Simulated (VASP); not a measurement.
A run of VASP 6.6.1 is set up as follows.

INCAR

```
SYSTEM = Pd
PREC = Accurate
ENCUT = 600
EDIFF = 1E-6
ISMEAR = 1
SIGMA = 0.1
LREAL = .False.
LASPH = .True.
NELM = 80
ALGO = Normal
ISIF = 3
LWAVE = .False.
LCHARG = .False.
IBRION = 2
NSW = 80
EDIFFG = -0.01
PSTRESS = 100.0
```

File KPOINTS:

```
Automatic mesh
0
Gamma
  13 13 13
  0 0 0
```

File POSCAR:

```
Pd
1.0
    0.0000000000      2.6750000000      2.6750000000
    2.6750000000      0.0000000000      2.6750000000
    2.6750000000      2.6750000000      0.0000000000
Pd
2
Direct
    0.0000000000      0.0000000000      0.0000000000
    0.2500000000      0.2500000000      0.2500000000
```

Potentials or basis: VASP PAW LDA potentials, release 64 (Pd).

Command:

```bash
$ cat potpaw_LDA.64/Pd/POTCAR > POTCAR
$ mpirun -np 1 vasp_std > vasp.out
```

(1) What does it give for the relaxed cell?

(2) Estimate the band gap on the k mesh.

(3) Predict the space group after relaxing (to 0.05 Å).

## Answers

(1) a = 3.856 Å, b = 3.856 Å, c = 3.856 Å, α = 60.00°, β = 60.00°, γ = 60.00°.

(2) zero (band 10 reaches 5.92 eV, above the bottom of band 11 at 5.39 eV).

(3) Fd-3m (No. 227).

Caveat: the cell is relaxed towards a set pressure, so the enthalpy falls and the energy may rise.
